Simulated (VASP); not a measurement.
A run of VASP 6.6.1 is set up as follows.

File INCAR:

```
ALGO = Normal
EDIFF = 1E-6
EDIFFG = -0.04
ENCUT = 600
GGA = PE
IBRION = 2
ISIF = 3
ISMEAR = 0
LASPH = T
LCHARG = F
LREAL = F
LWAVE = F
NELM = 100
NSW = 90
PREC = Accurate
SIGMA = 0.1
```

KPOINTS

```
k-points
0
Gamma
  4 4 6
```

POSCAR

```
Ge4Pd
1.0
    3.5344755500     -3.7114446400      0.0000000000
    3.5344755500      3.7114446400      0.0000000000
    0.0000000000      0.0000000000      3.1738511600
Ge Pd
4 1
Direct
    0.8105999900      0.1894000100      0.5000000000
    0.1894000100      0.8105999900      0.5000000000
    0.2852000000      0.2852000000      0.0000000000
    0.7148000000      0.7148000000      0.0000000000
    0.0000000000      0.0000000000      0.0000000000
```

Potentials or basis: VASP PAW PBE potentials, release 64 (Ge_d, Pd).

Run with:

```console
$ cat potpaw_PBE.64/Ge_d/POTCAR potpaw_PBE.64/Pd/POTCAR > POTCAR
$ mpirun -np 1 vasp_std > vasp.out
```

Question: What does it give for the space group after relaxing (to 0.1 Å)?

Answer: Cmmm (No. 65).

Question: Estimate the relaxed volume.

Answer: 19.21 Å³/atom.

Question: Estimate the band gap on the k mesh.

Answer: Zero (bands 33 and 34 overlap by 2.71 eV).

Question: Estimate the relaxed cell.

Answer: a = 5.546 Å, b = 5.546 Å, c = 3.127 Å, α = 90.00°, β = 90.00°, γ = 86.97°.

The path:
```
step  energy change (eV)  largest force (eV/Å)  pressure (GPa)  volume (Å³)
   1              0.0000               11.5636           69.92        83.27
   2             -2.9051                0.5726           -8.95       204.20
   3             -4.0884                0.3619          -10.12       182.44
   4             -5.2673                0.2082          -11.20       164.14
   5             -8.2638                0.8996           -7.43       119.25
   6             -7.9483                3.4286            7.60       100.21
   7             -8.4366                1.4791           -4.66       112.98
   8             -8.4463                1.7907           -2.95       110.36
   9             -8.4479                1.7154           -3.29       110.96
  10             -8.8075                1.4626           -2.56       105.73
  11             -9.0549                0.9182            3.77        94.30
  12             -9.0961                0.7787            1.12        97.85
  13             -9.3480                0.5831           -0.20        97.29
  14             -9.2444                1.3351            3.89        94.75
  15             -9.5238                0.7032           -0.09        96.51
  16             -9.5346                0.7764            0.37        96.17
  17             -9.5352                0.7604            0.29        96.24
  18             -9.5840                0.2078           -0.54        96.85
  19             -9.5860                0.1966           -0.67        97.03
  20             -9.5979                0.1205            0.36        95.49
  21             -9.5982                0.1291            0.28        95.65
  22             -9.6013                0.0343           -0.07        96.08
  23             -9.6014                0.0459           -0.12        96.18
  24             -9.6027                0.0685           -0.02        96.04
  25             -9.6027                0.0734            0.04        96.01
  26             -9.6036                0.0333            0.03        96.03
```

Caveat: the volume moved by over 15 % at a fixed basis, so the end points are rough.
